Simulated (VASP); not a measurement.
# C in VASP: notebook

Runs on C. Level: PBE. Tasks: G0W0 quasiparticle levels.

All numbers are computed with VASP 6.6.1; they aren't measurements. Logs are shortened: lines on timing, memory, paths and dates and some standing lists are left out, and cuts for length are marked.

### 1 The cell of the first run

The structure is cubic, space group Fd-3m (No. 227). The conventional cell has a = 3.560 Å, b = 3.560 Å, c = 3.560 Å, α = 90.00°, β = 90.00°, γ = 90.00°. C (site symmetry -43m) has 4 C at 1.54 Å within 2.1 Å.

### 2 G0W0 quasiparticle levels, PBE

Input file POSCAR:

```
C
1.0
    0.0000000000      1.7801241425      1.7801241425
    1.7801241425      0.0000000000      1.7801241425
    1.7801241425      1.7801241425      0.0000000000
C
2
Direct
    0.0000000000      0.0000000000      0.0000000000
    0.2500000000      0.2500000000      0.2500000000
```

Input file INCAR.step1:

```
  PREC = Accurate
  ENCUT = 500
  EDIFF = 1E-8
  ISMEAR = 0
  SIGMA = 0.01
  LREAL = F
  LASPH = T
  NELM = 80
  ALGO = Normal
  LWAVE = T
  LCHARG = F
  GGA = PE
```

Input file INCAR.step2:

```
  PREC = Accurate
  ENCUT = 500
  EDIFF = 1E-8
  ISMEAR = 0
  SIGMA = 0.01
  LREAL = F
  LASPH = T
  NELM = 1
  ALGO = Exact
  LWAVE = T
  LCHARG = F
  GGA = PE
  NBANDS = 51
  LOPTICS = T
  ISTART = 1
```

Input file INCAR.step3:

```
  PREC = Accurate
  ENCUT = 500
  EDIFF = 1E-8
  ISMEAR = 0
  SIGMA = 0.01
  LREAL = F
  LASPH = T
  ALGO = EVGW0
  LWAVE = F
  LCHARG = F
  GGA = PE
  NELMGW = 1
  NBANDS = 51
  ENCUTGW = 150.0
  NOMEGA = 48
  PRECFOCK = Fast
  ISTART = 1
  NBANDSGW = 12
```

Input file KPOINTS:

```
regular mesh
0
Gamma
  6 6 6
```

Potentials or basis: VASP PAW PBE potentials, release 64 (C_GW).

Command:

```bash
$ cat potpaw_PBE.64/C_GW/POTCAR > POTCAR
$ cp INCAR.step1 INCAR
$ mpirun -np 1 vasp_std > vasp.out
$ cp INCAR.step2 INCAR
$ mpirun -np 1 vasp_std > vasp.out
$ cp INCAR.step3 INCAR
$ mpirun -np 1 vasp_std > vasp.out
```

OUTCAR:

```text
PREC = Accurate
   ENCUT = 500
   EDIFF = 1E-8
   ISMEAR = 0
   LREAL = F
   LASPH = T
   GGA = PE
   NELMGW = 1
   ENCUTGW = 150.0
   PRECFOCK = Fast
   ISTART = 1

 ion  position               nearest neighbor table
   1  0.000  0.000  0.000-   2 1.54   2 1.54   2 1.54   2 1.54
   2  0.250  0.250  0.250-   1 1.54   1 1.54   1 1.54   1 1.54

  LATTYP: Found a face centered cubic cell.
 ALAT       =     3.5602482850

  Lattice vectors:

 A1 = (   0.0000000000,   1.7801241425,   1.7801241425)
 A2 = (   1.7801241425,   0.0000000000,   1.7801241425)
 A3 = (   1.7801241425,   1.7801241425,   0.0000000000)

Analysis of symmetry for initial positions (statically):
=====================================================================
 Subroutine PRICEL returns:
 Original cell was already a primitive cell.

 Routine SETGRP: Setting up the symmetry group for a
 face centered cubic supercell.

 Subroutine GETGRP returns: Found 48 space group operations
 (whereof 24 operations were pure point group operations)
 out of a pool of 48 trial point group operations.

The static configuration has the point symmetry T_d .
 The point group associated with its full space group is O_h .

Analysis of symmetry for dynamics (positions and initial velocities):
=====================================================================
 Subroutine PRICEL returns:
 Original cell was already a primitive cell.

 Routine SETGRP: Setting up the symmetry group for a
 face centered cubic supercell.

 Subroutine GETGRP returns: Found 48 space group operations
 (whereof 24 operations were pure point group operations)
 out of a pool of 48 trial point group operations.

The dynamic configuration has the point symmetry T_d .
 The point group associated with its full space group is O_h .

 Subroutine INISYM returns: Found 48 space group operations
 (whereof 24 operations are pure point group operations),
 and found     1 'primitive' translations

----------------------------------------------------------------------------------------

                                     Primitive cell

  volume of cell :      11.2819

  direct lattice vectors                    reciprocal lattice vectors
     0.000000000  1.780124143  1.780124143    -0.280879287  0.280879287  0.280879287
     1.780124143  0.000000000  1.780124143     0.280879287 -0.280879287  0.280879287
     1.780124143  1.780124143  0.000000000     0.280879287  0.280879287 -0.280879287

  length of vectors
     2.517475705  2.517475705  2.517475705     0.486497196  0.486497196  0.486497196

  position of ions in fractional coordinates (direct lattice)
     0.000000000  0.000000000  0.000000000
     0.250000000  0.250000000  0.250000000

  ion indices of the primitive-cell ions
   primitive index   ion index
                 1           1
                 2           2

----------------------------------------------------------------------------------------

 KPOINTS: regular mesh

Automatic generation of k-mesh.
 Grid dimensions read from file:
 generate k-points for:    6    6    6

 Generating k-lattice:

  Cartesian coordinates                     Fractional coordinates (reciprocal lattice)
    -0.046813215  0.046813215  0.046813215     0.166666667  0.000000000  0.000000000
     0.046813215 -0.046813215  0.046813215     0.000000000  0.166666667  0.000000000
     0.046813215  0.046813215 -0.046813215     0.000000000  0.000000000  0.166666667

  Length of vectors
     0.081082866  0.081082866  0.081082866

  Shift w.r.t. Gamma in fractional coordinates (k-lattice)
     0.000000000  0.000000000  0.000000000

 Subroutine IBZKPT returns following result:
 ===========================================

 Found     16 irreducible k-points:

 Following reciprocal coordinates:
            Coordinates               Weight
  0.000000  0.000000  0.000000      1.000000
  0.166667  0.000000  0.000000      8.000000
  0.333333  0.000000  0.000000      8.000000
  0.500000  0.000000  0.000000      4.000000
  0.166667  0.166667  0.000000      6.000000
  0.333333  0.166667  0.000000     24.000000
[... 8 lines left out ...]
 -0.333333  0.333333  0.166667     24.000000
 -0.333333  0.500000  0.166667     12.000000
   k-points           NKPTS =     16   k-points in BZ     NKDIM =    216   number of bands    NBANDS=     51
   number of dos      NEDOS =    301   number of ions     NIONS =      2
   total plane-waves  NPLWV =   5832
   dimension x,y,z NGX =    18 NGY =   18 NGZ =   18
   dimension x,y,z NGXF=    36 NGYF=   36 NGZF=   36
   ions per type =               2
   NGX,Y,Z   is equivalent  to a cutoff of  11.89, 11.89, 11.89 a.u.
   NGXF,Y,Z  is equivalent  to a cutoff of  23.77, 23.77, 23.77 a.u.
 SYSTEM =  unknown system
   PREC   = accura    normal or accurate (medium, high low for compatibility)
   ISTART =      1    job   : 0-new  1-cont  2-samecut
   ICHARG =      0    charge: 1-file 2-atom 10-const
   ISPIN  =      1    spin polarized calculation?
   LNONCOLLINEAR =      F non collinear calculations
   LSORBIT =      F    spin-orbit coupling
   LASPH  =      T    aspherical Exc in radial PAW
   ENCUT  =  500.0 eV  36.75 Ry    6.06 a.u.   4.59  4.59  4.59*2*pi/ulx,y,z
   NELM   =     60;   NELMIN=  2; NELMDL=  0     # of ELM steps
   EDIFF  = 0.1E-07   stopping-criterion for ELM
   LREAL  =      F    real-space projection
   EDIFFG = 0.1E-06   stopping-criterion for IOM
   NSW    =      0    number of steps for IOM
   IBRION =     -1    ionic relax: 0-MD 1-quasi-New 2-CG
   NFREE  =      0    steps in history (QN), initial steepest desc. (CG)
   ISIF   =      0    stress and relaxation
   ISYM   =      3    0-nonsym 1-usesym 2-fastsym
   POTIM  = 0.5000    time-step for ionic-motion
   TEBEG  =    0.0;   TEEND  =   0.0 temperature during run
   PSTRESS=    0.0 pullay stress
   NELECT =       8.0000    total number of electrons
   NUPDOWN=      -1.0000    fix difference up-down
   EMIN   =  10.00;   EMAX   =-10.00  energy-range for DOS
   EFERMI =   0.00;   METHOD = LEGACY
   ISMEAR =     0;   SIGMA  =   0.01  broadening in eV -4-tet -1-fermi 0-gaus
   EFERMI_NEDOS =   21; number of points for ismear=-14 and -15
   IALGO  =     38    algorithm
   IMIX   =      4    mixing-type and parameters
     AMIX     =   0.40;   BMIX     =  1.00
     AMIX_MAG =   1.60;   BMIX_MAG =  1.00
  volume/ion in A,a.u.               =       5.64        38.07
  Fermi-wavevector in a.u.,A,eV,Ry     =   1.459860  2.758735 28.996616  2.131191
  Thomas-Fermi vector in A             =   2.576377
   LORBIT       =      0    0 simple, 1 ext, 2 COOP (PROOUT), +10 PAW based schemes
   GGA     = PE    functional components
   LHFCALC =     T    Hartree Fock is set to
   PRECFOCK=fast      Normal, Fast or Accurate (Low or Medium for compatibility)
   ENCUT4O =  -1.0   cutoff for four orbital integrals eV
   NKREDX  =     1    reduce k-point grid by
   NKREDY  =     1    reduce k-point grid by
   NKREDZ  =     1    reduce k-point grid by
   AEXX    =    1.0000 exact exchange contribution
   HFSCREEN=    0.0000 screening length (either q_TF or 0.3 A-1)
   HFSCREENC=   0.0000 screening length for correlation (either q_TF or 0.3 A-1)
   ENCUTFOCK=  -1.0 apply spherical cutoff to Coloumb kernel
   IVDW    =     0    specifies the selected vdW correction
   LEPSILON=     F    determine dielectric tensor
   LRPA    =     F    only Hartree local field effects (RPA)
   LRPAFORCE           =     F    calculate RPA forces
   ENCUTGW             = 150.0    cutoff for response function in eV
   ENCUTGWSOFT         = 120.0    soft cutoff for Coulomb kernel in GW response function in eV
   ENCUTLF             =  -1.0    cutoff for local field effects
   NELMGW              =     1    number of iterations in solving QP/BSE equation
   NELMHF              =     1    number of iterations in the inner HF iteration
   NKREDLFX            =     1    NKREDLFY  =   1   NKREDLFZ  =   1
 non-spin polarized calculation
 Gauss-broadening in eV      SIGMA  =   0.01
  energy-cutoff  :      500.00
  volume of cell :       11.28
 maximum number of plane-waves:       302
  NGX = 12; NGY = 12; NGZ = 12
   NGX =  9   NGY =  9   NGZ =  9
 maximum number of plane-waves:        59

 QP shifts <psi_nk| G(iteration)W_0 |psi_nk>: iteration 1
 for sc-GW calculations column KS-energies equals QP-energies in previous step
 and V_xc(KS)=  KS-energies - (<T + V_ion + V_H > + <T+V_H+V_ion>^1  + <V_x>^1)

 k-point   1 :       0.0000    0.0000    0.0000
  band No.  KS-energies  QP-energies   sigma(KS)   V_xc(KS)     V^pw_x(r,r')   Z            occupation Imag(sigma)

      1     -11.7046     -13.3251     -16.9355     -14.7920     -25.4559       0.7560       2.0000       1.4723
      2       9.8438       9.3260     -17.4411     -16.8145     -19.2155       0.8264       2.0000       0.0780
      3       9.8438       9.3260     -17.4411     -16.8145     -19.2155       0.8264       2.0000       0.0780
      4       9.8438       9.3260     -17.4411     -16.8145     -19.2155       0.8264       2.0000       0.0780
      5      15.4505      16.6245     -14.1099     -15.5365      -9.3291       0.8229       0.0000      -0.1076
      6      15.4505      16.6245     -14.1099     -15.5365      -9.3291       0.8229       0.0000      -0.1076
      7      15.4505      16.6245     -14.1099     -15.5365      -9.3291       0.8229       0.0000      -0.1076
      8      23.2911      24.4041     -14.9447     -16.3841      -7.7685       0.7732       0.0000      -0.2621
      9      29.2089      29.6142     -11.3907     -11.8925      -4.3427       0.8077       0.0000      -0.4155
     10      36.4414      37.5745     -12.5439     -13.9081      -5.9182       0.8306       0.0000      -0.5969
     11      36.4414      37.5745     -12.5439     -13.9081      -5.9182       0.8306       0.0000      -0.5969
     12      37.4454      38.0425     -10.8135     -11.5373      -3.2737       0.8249       0.0000      -1.0318

 k-point   2 :       0.1667    0.0000    0.0000
  band No.  KS-energies  QP-energies   sigma(KS)   V_xc(KS)     V^pw_x(r,r')   Z            occupation Imag(sigma)
[... 225 lines left out ...]
      1      -2.4120      -3.7259     -17.5294     -15.8009     -23.3944       0.7601       2.0000       0.4176
      2      -2.4120      -3.7259     -17.5294     -15.8009     -23.3944       0.7601       2.0000       0.4176
      3       1.9896       0.9243     -16.4694     -15.1269     -20.2840       0.7935       2.0000       0.1793
      4       1.9896       0.9243     -16.4694     -15.1269     -20.2840       0.7935       2.0000       0.1793
      5      18.0912      19.0169     -13.1262     -14.2519      -7.6327       0.8223       0.0000      -0.1399
      6      18.0912      19.0169     -13.1262     -14.2519      -7.6327       0.8223       0.0000      -0.1399
      7      24.4266      25.8842     -14.3701     -16.2511      -6.9648       0.7749       0.0000      -0.3006
      8      24.4266      25.8842     -14.3701     -16.2511      -6.9648       0.7749       0.0000      -0.3006
      9      31.6282      32.9119     -13.6465     -15.2864      -5.4953       0.7828       0.0000      -0.6304
     10      31.6282      32.9119     -13.6465     -15.2864      -5.4953       0.7828       0.0000      -0.6304
     11      40.6171      41.6094     -12.1874     -13.4156      -4.2605       0.8080       0.0000      -1.0686
     12      40.6171      41.6094     -12.1874     -13.4156      -4.2605       0.8080       0.0000      -1.0686
```

Run time: 44 s. Hardware: 1 thread of Intel Xeon 6975P-C, shared host; peak memory 0.2 GiB.

What came out:

```
Band gap on the k mesh, mean-field level : 4.17 eV, indirect (least direct gap 5.61 eV)
Quasiparticle gap                        : 5.44 eV
Least direct quasiparticle gap           : 7.30 eV
```

Caveat: the k points lie up to 0.51 Å⁻¹ apart; the cutoff is under 1.25 times the usual one of these potentials, so pressure, stress and relaxed cells hold a basis-set (Pulay) error; bands, screening cutoff and mesh are small and nothing is extrapolated, so the quasiparticle values aren't converged. A k mesh can miss the band edges.

### 3 G0W0 quasiparticle levels, PBE

This run uses another cell than the first one, of 5.34 Å³/atom, 0.947 times its volume.

Input file POSCAR:

```
C
1.0
    0.0000000000      1.7267204183      1.7920512418
    1.7267204183      0.0000000000      1.7920512418
    1.7267204183      1.7267204183      0.0000000000
C
2
Direct
    0.0000000000      0.0000000000      0.0000000000
    0.2500000000      0.2500000000      0.2500000000
```

Input file INCAR.step1:

```
SYSTEM = C
ALGO = Normal
EDIFF = 1E-8
ENCUT = 500
GGA = PE
ISMEAR = 0
LASPH = .True.
LCHARG = .False.
LREAL = .False.
LWAVE = .True.
NELM = 60
PREC = Accurate
SIGMA = 0.01
```

Input file INCAR.step2:

```
SYSTEM = C
ALGO = Exact
EDIFF = 1E-8
ENCUT = 500
GGA = PE
ISMEAR = 0
ISTART = 1
LASPH = .True.
LCHARG = .False.
LOPTICS = .True.
LREAL = .False.
LWAVE = .True.
NBANDS = 48
NELM = 1
PREC = Accurate
SIGMA = 0.01
```

Input file INCAR.step3:

```
SYSTEM = C
ALGO = EVGW0
EDIFF = 1E-8
ENCUT = 500
ENCUTGW = 150.0
GGA = PE
ISMEAR = 0
ISTART = 1
LASPH = .True.
LCHARG = .False.
LREAL = .False.
LWAVE = .False.
NBANDS = 48
NBANDSGW = 12
NELMGW = 1
NOMEGA = 48
PREC = Accurate
PRECFOCK = Fast
SIGMA = 0.01
```

Input file KPOINTS:

```
k-points
0
Gamma
  6 6 6
  0 0 0
```

Potentials or basis: VASP PAW PBE potentials, release 64 (C_GW).

Command:

```bash
$ cat potpaw_PBE.64/C_GW/POTCAR > POTCAR
$ cp INCAR.step1 INCAR
$ mpirun -np 1 vasp_std > vasp.out
$ cp INCAR.step2 INCAR
$ mpirun -np 1 vasp_std > vasp.out
$ cp INCAR.step3 INCAR
$ mpirun -np 1 vasp_std > vasp.out
```

OUTCAR:

```text
SYSTEM = C
   EDIFF = 1E-8
   ENCUT = 500
   ENCUTGW = 150.0
   GGA = PE
   ISMEAR = 0
   ISTART = 1
   LASPH = .True.
   LREAL = .False.
   NELMGW = 1
   PREC = Accurate
   PRECFOCK = Fast

 ion  position               nearest neighbor table
   1  0.000  0.000  0.000-   2 1.51   2 1.51   2 1.51   2 1.51
   2  0.250  0.250  0.250-   1 1.51   1 1.51   1 1.51   1 1.51

[... 202 lines left out ...]
      3      10.8545      10.3548     -17.5987     -16.9969     -19.4042       0.8303       2.0000       0.0723
      4      10.8545      10.3548     -17.5987     -16.9969     -19.4042       0.8303       2.0000       0.0723
      5      16.2647      17.4779     -14.2628     -15.7316      -9.5183       0.8260       0.0000      -0.1012
      6      16.2647      17.4779     -14.2628     -15.7316      -9.5183       0.8260       0.0000      -0.1012
      7      16.7379      17.9482     -14.2359     -15.6998      -9.4025       0.8267       0.0000      -0.1033
      8      25.3429      26.4866     -14.9789     -16.4557      -7.6166       0.7745       0.0000      -0.2756
      9      30.7458      31.2134     -11.6088     -12.1860      -4.4644       0.8103       0.0000      -0.4156
     10      36.6645      37.8166     -12.6299     -14.0094      -6.0704       0.8352       0.0000      -0.5222
     11      37.5319      38.1237     -10.9918     -11.7041      -3.4453       0.8310       0.0000      -0.9126
     12      38.8851      40.0951     -12.7753     -14.2334      -6.0094       0.8298       0.0000      -0.6498
[... 356 lines left out ...]
      1      -4.6014      -5.9872     -17.4112     -15.5796     -24.1428       0.7565       2.0000       0.6144
      2       0.2201      -1.0507     -17.7340     -16.0927     -22.9079       0.7742       2.0000       0.2759
      3       2.5551       1.4695     -16.8058     -15.4430     -20.7338       0.7965       2.0000       0.1724
      4       4.4986       3.5400     -17.2446     -16.0566     -20.7296       0.8069       2.0000       0.1364
      5      15.7844      16.5416     -13.1142     -14.0201      -8.2227       0.8359       0.0000      -0.1070
      6      18.9864      19.8981     -13.0837     -14.1859      -7.5800       0.8272       0.0000      -0.1333
      7      25.9071      27.5052     -14.5144     -16.5653      -7.0861       0.7792       0.0000      -0.2908
      8      27.0489      28.6569     -14.7461     -16.8302      -6.9870       0.7716       0.0000      -0.3341
      9      32.9885      34.2694     -13.6282     -15.2567      -5.5041       0.7865       0.0000      -0.6068
     10      35.3664      36.7029     -13.7743     -15.4853      -5.0779       0.7812       0.0000      -0.7973
     11      40.5174      41.5810     -12.4368     -13.7384      -4.7881       0.8171       0.0000      -0.9274
     12      45.2697      46.1571     -11.8026     -12.8913      -3.5825       0.8152       0.0000      -1.2348

 [... further k-points ...]
```

It took 3.1 min on 1 thread of Intel Xeon 8259CL, shared host; peak memory 0.22 GiB.

What came out:

```yaml
Band_gap_on_the_k_mesh_mean-field_level: 3.80 eV, indirect (least direct gap 5.41 eV)
Quasiparticle_gap: 5.08 eV
Least_direct_quasiparticle_gap: 7.12 eV
```

Caveat: the k points lie up to 0.52 Å⁻¹ apart; the cutoff is under 1.25 times the usual one of these potentials, so pressure, stress and relaxed cells hold a basis-set (Pulay) error; bands, screening cutoff and mesh are small and nothing is extrapolated, so the quasiparticle values aren't converged.

[end of part 1 of 3]
